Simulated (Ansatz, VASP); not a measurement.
**One calculation of WS2, two programs**

Contents of INCAR:

```
SYSTEM = WS2
PREC = Accurate ; ENCUT = 520
EDIFF = 1E-8 ; ISMEAR = -1
SIGMA = 0.03 ; LREAL = .FALSE.
LASPH = .TRUE. ; NELM = 80
ALGO = Normal ; ISIF = 2
LWAVE = .FALSE. ; LCHARG = .FALSE.
GGA = PS ; LEFG = .TRUE.
NBANDS = 20
```

KPOINTS

```
Automatic mesh
0
G
  15 15 15
  0 0 0
```

The input POSCAR:

```
WS2
1.0
    1.5997790880      0.9236328871      6.2444357484
   -1.5997790880      0.9236328871      6.2444357484
    0.0000000000     -1.8472657741      6.2444357484
W S
1 2
Direct
    0.0000000000      0.0000000000      0.0000000000
    0.7503000000      0.7503000000      0.7503000000
    0.5810000000      0.5810000000      0.5810000000
```

Input for Ansatz:

```yaml
crystal:
  lattice:
    - [1.599779088, 0.9236328871, 6.2444357484]
    - [-1.599779088, 0.9236328871, 6.2444357484]
    - [0.0, -1.8472657741, 6.2444357484]
  atoms:
    - { symbol: W, position: [0.0, 0.0, 0.0] }
    - { symbol: S, position: [0.7503, 0.7503, 0.7503] }
    - { symbol: S, position: [0.581, 0.581, 0.581] }
kpoints:
  mp_grid: { grid: [15, 15, 15] }
scf:
  occupations: { method: fermi_dirac, width: 0.03 }
hamiltonian:
  xc: pbesol
  pseudopotentials: { kind: all_electron, datasets: crystal }
output:
  forces: true
  stress: true
  eigenvalues: true
  efg: { contact_densities: true }
```

Change from the starting cell: volume scaled by 1.04, crystal datasets.

Alike in both runs: task electric field gradients; functional PBEsol; k mesh 15 × 15 × 15; occupations fermi-dirac, width 0.03 eV; no spin polarisation.

|  | VASP | Ansatz |
| --- | --- | --- |
| version | VASP 6.6.1 | Ansatz 0.2.0 |
| potentials or method | VASP PAW PBE potentials, release 64 (W_sv, S), cutoff 520 eV | all-electron PAW with datasets made for the crystal, scalar-relativistic |

|  | VASP | Ansatz | Ansatz less VASP |
| --- | --- | --- | --- |
| pressure (GPa) | -6.5 | -6.6 | -0.04 |
| traceless stress, the component that is largest in VASP (GPa) | 0.32 | 0.28 | -0.040 |
| rms of the force components (eV/Å) | 0.402 | 0.407 | +0.0055 |
| size of Vzz on the site where it differs most (V/Å²) | 146.2 | 161.8 | +15.55 |

VASP's potentials were made for PBE, not for PBEsol. Atom by atom the forces differ by 0.007 eV/Å (rms over components). Ansatz ran all-electron here, and VASP with PAW potentials.

Neither program's run includes spin-orbit coupling.
